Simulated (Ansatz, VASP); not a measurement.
Two plane-wave programs on InSe

The input INCAR:

```
SYSTEM = InSe
AGGAC = 1.0
AGGAX = 1.0
ALDAC = 0.0
ALDAX = 1.0
ALGO = Normal
EDIFF = 1E-6
ENCUT = 500
GGA = B5
GGA_COMPAT = .FALSE.
ISIF = 2
ISMEAR = 0
LASPH = .TRUE.
LCHARG = .FALSE.
LREAL = .FALSE.
LWAVE = .FALSE.
NBANDS = 27
NELM = 120
PREC = Accurate
SIGMA = 0.01
```

Contents of KPOINTS:

```
k-points
0
G
  6 6 6
  0 0 0
```

POSCAR

```
InSe
1.0
    5.8679031300     -2.0550000000      0.0000000000
    5.8679031300      2.0550000000      0.0000000000
   -1.5994149700      0.0000000000      4.3236525900
In Se
2 2
Direct
    0.8840000000      0.8840000000      0.0050000000
    0.1160000000      0.1160000000      0.9950000000
    0.6600000000      0.6600000000      0.6420000000
    0.3400000000      0.3400000000      0.3580000000
```

Input for Ansatz:

```yaml
crystal:
  lattice:
    - [5.86790313, -2.055, 0.0]
    - [5.86790313, 2.055, 0.0]
    - [-1.59941497, 0.0, 4.32365259]
  atoms:
    - { symbol: In, position: [0.884, 0.884, 0.005] }
    - { symbol: In, position: [0.116, 0.116, 0.995] }
    - { symbol: Se, position: [0.66, 0.66, 0.642] }
    - { symbol: Se, position: [0.34, 0.34, 0.358] }
basis:
  ecutwfc: 470.0
kpoints:
  mp_grid:
    grid: [6, 6, 6]
hamiltonian:
  xc: blyp
scf:
  convergence:
    dr2_threshold: 1.0e-10
  occupations:
    method: fixed
output:
  forces: true
  stress: true
```

Alike in both runs: task single point; functional BLYP; k mesh 6 × 6 × 6; no spin polarisation.

```csv
,VASP,Ansatz
version,VASP 6.6.1,Ansatz 0.2.0
potentials or method,"VASP PAW PBE potentials, release 64 (In_d, Se), cutoff 500 eV","plane waves, PAW"
occupations,"gaussian, width 0.01 eV",fixed
valence electrons in the cell,38,58
```

```csv
,VASP,Ansatz,Ansatz less VASP
pressure (GPa),6.8,6.7,-0.17
"traceless stress, the component that is largest in VASP (GPa)",2.56,2.52,-0.036
rms of the force components (eV/Å),0.429,0.423,-0.0056
```

VASP's potentials were made for PBE, not for BLYP. Atom by atom the forces differ by 0.013 eV/Å (rms over components). VASP's potentials hold 38 valence electrons a cell and Ansatz's 58, so a difference there can come from the potentials and not from the codes.
